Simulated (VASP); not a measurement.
# TaN (P-6m2) in VASP: notebook

The runs below take TaN through single point, with r2SCAN0, r2SCANh, PBE+U.

Everything below comes from runs of VASP 6.6.1. Logs are shortened: lines on timing, memory, paths and dates and some standing lists are left out, and cuts for length are marked.

## Step 1: The cell of the first run

The structure is hexagonal, space group P-6m2 (No. 187). Conventional cell: a = 2.938 Å, b = 2.938 Å, c = 2.883 Å, α = 90.00°, β = 90.00°, γ = 120.00°. Ta (site symmetry -6m2) has 6 N at 2.23 Å and 2 Ta at 2.88 Å within 2.9 Å. Within 2.9 Å of N (site symmetry -6m2) lie 6 Ta at 2.23 Å and 2 N at 2.88 Å.

## Step 2: Single point, r2SCAN0

File POSCAR:

```
TaN
1.0
    2.9380011100      0.0000000000      0.0000000000
   -1.4690005500      2.5443836000      0.0000000000
    0.0000000000      0.0000000000      2.8830022100
Ta N
1 1
Direct
    0.3333333333      0.6666666667      0.5000000000
    0.0000000000      0.0000000000      0.0000000000
```

File INCAR.step1:

```
SYSTEM = TaN
  ALGO = Normal
  EDIFF = 1E-5
  ENCUT = 520
  GGA = PE
  ISIF = 2
  ISMEAR = -1
  LASPH = .TRUE.
  LCHARG = .FALSE.
  LREAL = .FALSE.
  LWAVE = .TRUE.
  NBANDS = 15
  NELM = 100
  PREC = Accurate
  SIGMA = 0.05
```

File INCAR.step2:

```
SYSTEM = TaN
  AEXX = 0.25
  ALGO = Normal
  EDIFF = 1E-6
  ENCUT = 520
  ISIF = 2
  ISMEAR = -1
  ISTART = 1
  LASPH = .TRUE.
  LCHARG = .FALSE.
  LHFCALC = .TRUE.
  LMIXTAU = .TRUE.
  LREAL = .FALSE.
  LWAVE = .FALSE.
  METAGGA = R2SCAN
  NBANDS = 15
  NELM = 100
  PREC = Accurate
  PRECFOCK = Normal
  SIGMA = 0.05
```

File KPOINTS:

```
k-points
0
G
  5 5 5
  0 0 0
```

Potentials or basis: VASP PAW PBE potentials, release 64 (Ta_pv, N).

Launch:

```sh
$ cat potpaw_PBE.64/Ta_pv/POTCAR potpaw_PBE.64/N/POTCAR > POTCAR
$ cp INCAR.step1 INCAR
$ mpirun -np 1 vasp_std > vasp.out
$ cp INCAR.step2 INCAR
$ mpirun -np 1 vasp_std > vasp.out
```

OUTCAR:

```text
SYSTEM = TaN
   AEXX = 0.25
   EDIFF = 1E-6
   ENCUT = 520
   ISIF = 2
   ISMEAR = -1
   ISTART = 1
   LASPH = .TRUE.
   LHFCALC = .TRUE.
   LREAL = .FALSE.
   METAGGA = R2SCAN
   NELM = 100
   PREC = Accurate
   PRECFOCK = Normal

 ion  position               nearest neighbor table
   1  0.333  0.667  0.500-   2 2.23   2 2.23   2 2.23   2 2.23   2 2.23   2 2.23
   2  0.000  0.000  0.000-   1 2.23   1 2.23   1 2.23   1 2.23   1 2.23   1 2.23

  LATTYP: Found a hexagonal cell.
 ALAT       =     2.9380011100
 C/A-ratio  =     0.9812801636

  Lattice vectors:

 A1 = (   2.9380011100,   0.0000000000,   0.0000000000)
 A2 = (  -1.4690005500,   2.5443836000,   0.0000000000)
 A3 = (   0.0000000000,   0.0000000000,   2.8830022100)

Analysis of symmetry for initial positions (statically):
=====================================================================
 Subroutine PRICEL returns:
 Original cell was already a primitive cell.

 Routine SETGRP: Setting up the symmetry group for a
 hexagonal supercell.

 Subroutine GETGRP returns: Found 12 space group operations
 (whereof 12 operations were pure point group operations)
 out of a pool of 24 trial point group operations.

The static configuration has the point symmetry D_3h.

Analysis of symmetry for dynamics (positions and initial velocities):
=====================================================================
 Subroutine PRICEL returns:
 Original cell was already a primitive cell.

 Routine SETGRP: Setting up the symmetry group for a
 hexagonal supercell.

 Subroutine GETGRP returns: Found 12 space group operations
 (whereof 12 operations were pure point group operations)
 out of a pool of 24 trial point group operations.

The dynamic configuration has the point symmetry D_3h.

 Subroutine INISYM returns: Found 12 space group operations
 (whereof 12 operations are pure point group operations),
 and found     1 'primitive' translations

----------------------------------------------------------------------------------------

                                     Primitive cell

  volume of cell :      21.5516

  direct lattice vectors                    reciprocal lattice vectors
     2.938001110  0.000000000  0.000000000     0.340367468  0.196511249  0.000000000
    -1.469000550  2.544383600  0.000000000     0.000000000  0.393022499  0.000000000
     0.000000000  0.000000000  2.883002210     0.000000000  0.000000000  0.346860643

  length of vectors
[... 89 lines left out ...]
   IALGO  =     38    algorithm
   IMIX   =      1    mixing-type and parameters
     AMIX     =   0.40;   BMIX     =  1.00
     AMIX_MAG =   1.60;   BMIX_MAG =  1.00
  volume/ion in A,a.u.               =      10.78        72.72
  Fermi-wavevector in a.u.,A,eV,Ry     =   1.482364  2.801263 29.897501  2.197404
  Thomas-Fermi vector in A             =   2.596160
   LORBIT       =      0    0 simple, 1 ext, 2 COOP (PROOUT), +10 PAW based schemes
   METAGGA = R2SCAN    functional components
   LHFCALC =     T    Hartree Fock is set to
   PRECFOCK=normal    Normal, Fast or Accurate (Low or Medium for compatibility)
   ENCUT4O =  -1.0   cutoff for four orbital integrals eV
   NKREDX  =     1    reduce k-point grid by
   NKREDY  =     1    reduce k-point grid by
   NKREDZ  =     1    reduce k-point grid by
   AEXX    =    0.2500 exact exchange contribution
   HFSCREEN=    0.0000 screening length (either q_TF or 0.3 A-1)
   HFSCREENC=   0.0000 screening length for correlation (either q_TF or 0.3 A-1)
   ENCUTFOCK=  -1.0 apply spherical cutoff to Coloumb kernel
   IVDW    =     0    specifies the selected vdW correction
   LEPSILON=     F    determine dielectric tensor
   LRPA    =     F    only Hartree local field effects (RPA)
 non-spin polarized calculation
  energy-cutoff  :      520.00
  volume of cell :       21.55
 maximum number of plane-waves:       599
 NGX is ok and might be reduce to    24
  NGX = 18; NGY = 18; NGZ = 18

 number of electron      16.0000001 magnetization

 Free energy of the ion-electron system (eV)
  ---------------------------------------------------
  ext. energy  EPLUGINS =         0.00000000
  ---------------------------------------------------
  free energy    TOTEN  =       -57.04406892 eV

  energy without entropy =      -57.04404860  energy(sigma->0) =      -57.04405876

 E-fermi :   8.3717     XC(G=0): -11.1094

 val. band max:        8.0138145923   @ k =   0.0000   0.0000   0.4000
 cond. band min:       8.7295655344   @ k =   0.0000   0.0000   0.4000
 fundamental gap:      0.7157509421
 Fermi energy:         8.3716900459

 k-point     1 :       0.0000    0.0000    0.0000
  band No.  band energies     occupation
      1     -30.5539      2.00000
      2     -30.2889      2.00000
      3     -30.2863      2.00000
      4     -12.9517      2.00000
      5       2.1889      2.00000
      6       2.1981      2.00000
      7       2.7008      2.00000
      8       4.0099      2.00000
      9      11.4951      0.00000
     10      12.9010      0.00000
     11      12.9182      0.00000
     12      13.5096      0.00000
     13      13.5141      0.00000
     14      21.7482      0.00000
[... 239 lines left out ...]
      2     -31.1754      2.00000
      3     -30.7010      2.00000
      4     -10.7130      2.00000
      5      -1.2634      2.00000
      6      -0.1328      2.00000
      7       2.2347      2.00000
      8       6.6593      2.00000
      9      13.7333      0.00000
     10      14.1191      0.00000
     11      15.5931      0.00000
     12      16.9099      0.00000
     13      19.6996      0.00000
     14      21.6815      0.00000
     15      21.7603      0.00000

------------------------ aborting loop because EDIFF is reached ----------------------------------------

  FORCE on cell =-STRESS in cart. coord.  units (eV):
  Direction    XX          YY          ZZ          XY          YZ          ZX
  --------------------------------------------------------------------------------------
  -------------------------------------------------------------------------------------
  Total       -0.7616293     -0.7616293     -0.8793948     -0.0000000      0.0000000      0.0000000
  in kB      -56.6206325    -56.6206326    -65.3754931     -0.0000001      0.0000000      0.0000000
  external PRESSURE =     -59.5389194 kB  Pullay stress =       0.0000000 kB

 VOLUME and BASIS-vectors are now :
 -----------------------------------------------------------------------------
  energy-cutoff  :      520.00
  volume of cell :       21.55
      direct lattice vectors                 reciprocal lattice vectors
     2.938001110  0.000000000  0.000000000     0.340367468  0.196511249  0.000000000
    -1.469000550  2.544383600  0.000000000     0.000000000  0.393022499  0.000000000
     0.000000000  0.000000000  2.883002210     0.000000000  0.000000000  0.346860643

 POSITION                                       TOTAL-FORCE (eV/Angst)
 -----------------------------------------------------------------------------------
      0.00000      1.69626      1.44150        -0.000000      0.000000      0.000000
      0.00000      0.00000      0.00000         0.000000      0.000000      0.000000
 -----------------------------------------------------------------------------------
    total drift:                               -0.018000     -0.001632      0.000039

  FREE ENERGIE OF THE ION-ELECTRON SYSTEM (eV)
  ---------------------------------------------------
  free  energy   TOTEN  =       -57.0440689197 eV

  energy  without entropy=      -57.0440485998  energy(sigma->0) =      -57.04405876
```

Run time: 13 min. Hardware: 1 thread of Intel Xeon 6975P-C (Granite Rapids), shared host; peak memory 0.17 GiB.

What came out:

| Property | Result |
| --- | --- |
| Free energy | -57.0441 eV |
| Pressure | -6.0 GPa |
| Band gap on the k mesh | 0.72 eV, direct |

Levels at points of the mesh, in eV from the valence-band top:
| k point | band 4 | band 5 | band 6 | band 7 | band 8 | band 9 | band 10 | band 11 | band 12 | band 13 |
| --- | --- | --- | --- | --- | --- | --- | --- | --- | --- | --- |
| (0.00, 0.00, 0.00) | -20.97 | -5.82 | -5.82 | -5.31 | -4.00 | 3.48 | 4.89 | 4.90 | 5.50 | 5.50 |

Caveat: the k points lie up to 0.49 Å⁻¹ apart; the PAW data sets were made with another functional, which shifts forces and pressure a little; spin-orbit coupling is left out, which moves the levels of the heavy elements.

## Step 3: Single point, r2SCANh

POSCAR is that of step 2.

File INCAR.step1:

```
PREC = Accurate ; ENCUT = 520
EDIFF = 1E-5 ; ISMEAR = -1
SIGMA = 0.05 ; LREAL = False
LASPH = True ; NELM = 60
ALGO = Normal ; ISIF = 2
LWAVE = True ; LCHARG = False
GGA = PE ; NBANDS = 15
```

File INCAR.step2:

```
PREC = Accurate ; ENCUT = 520
EDIFF = 1E-6 ; ISMEAR = -1
SIGMA = 0.05 ; LREAL = False
LASPH = True ; NELM = 60
ALGO = Normal ; ISIF = 2
LWAVE = False ; LCHARG = False
METAGGA = R2SCAN ; LHFCALC = True
AEXX = 0.1 ; LMIXTAU = True
PRECFOCK = Normal ; ISTART = 1
NBANDS = 15
```

File KPOINTS:

```
regular mesh
0
Gamma
  5 5 5
```

Potentials or basis: VASP PAW PBE potentials, release 64 (Ta_pv, N).

Launch:

```sh
$ cat potpaw_PBE.64/Ta_pv/POTCAR potpaw_PBE.64/N/POTCAR > POTCAR
$ cp INCAR.step1 INCAR
$ mpirun -np 1 vasp_std > vasp.out
$ cp INCAR.step2 INCAR
$ mpirun -np 1 vasp_std > vasp.out
```

Wall time 5.3 min (1 thread of Intel Xeon 6975P-C (Granite Rapids), shared host); peak memory 0.16 GiB.

Results (log left out):

| Quantity | Value |
| --- | --- |
| Free energy | -59.0527 eV |
| Pressure | -1.7 GPa |
| Band gap on the k mesh | zero (filled and empty bands touch) |

Stress tensor (GPa, compression positive):
```
-1.55  0.00  0.00
 0.00 -1.55  0.00
 0.00  0.00 -1.86
```

Levels at points of the mesh, in eV from the Fermi level:
| k point | band 4 | band 5 | band 6 | band 7 | band 8 | band 9 | band 10 | band 11 | band 12 | band 13 |
| --- | --- | --- | --- | --- | --- | --- | --- | --- | --- | --- |
| (0.00, 0.00, 0.00) | -19.82 | -5.38 | -5.38 | -4.92 | -3.64 | 2.73 | 4.06 | 4.06 | 4.58 | 4.58 |

Caveat: the k points lie up to 0.49 Å⁻¹ apart; the PAW data sets were made with another functional, which shifts forces and pressure a little; spin-orbit coupling is left out, which moves the levels of the heavy elements.

[end of part 1 of 2]
